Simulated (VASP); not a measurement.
Runs of VASP 6.6.1 on HfGe (CsCl type). The structure is that of space group Pm-3m (No. 221), or close to it. The cells are those of the table. 

```csv
task,level,U,cell,cutoff (eV),gap on the mesh (eV),pressure (GPa)
single point,PBEsol,-,"a = 3.133 Å, 2 atoms",520,none,28.5
single point,PBEsol,-,"a = 3.005 Å, 2 atoms",520,none,(a)
single point,PBEsol,-,"a = 3.308 Å, 2 atoms",520,none,-0.2
relaxation of cell and atoms,PBEsol,-,"relaxed from a = 3.166 Å, 2 atoms",600,none,0.0
single point,PBEsol,-,"a = 2.535 Å, 2 atoms",520,none,514.3
single point,PBEsol,-,"a = 3.252 Å, 2 atoms",520,none,(c)
single point,PBEsol,-,"a = 2.710 Å, 2 atoms",520,none,(b)
single point,PBEsol,-,"a = 2.865 Å, 2 atoms",520,none,130.8
single point,PBEsol+U,Hf d U = 5.0 eV,"a = 2.535 Å, 2 atoms",520,none,537.7
```

Alike in all rows: potentials or basis VASP PAW PBE potentials, release 64 (Hf_pv, Ge_d); no spin polarisation; k mesh 13 × 13 × 13; smearing fermi-dirac 0.05 eV.

**Question.** Estimate the missing entries.

**Answer.** (a) 65.5; (b) 254.6; (c) 7.1.

Caveats: the PAW data sets were made with another functional, which shifts forces and pressure a little; spin-orbit coupling is left out, which moves the levels of the heavy elements; U without spin polarisation on a metal has little footing (some runs); the U is typed as a test and isn't derived for this compound (some runs).

A k mesh can miss the band edges, and the runs leave out spin-orbit coupling on Ge, Hf.

A gap of «none» marks levels without a gap at the run's occupations.
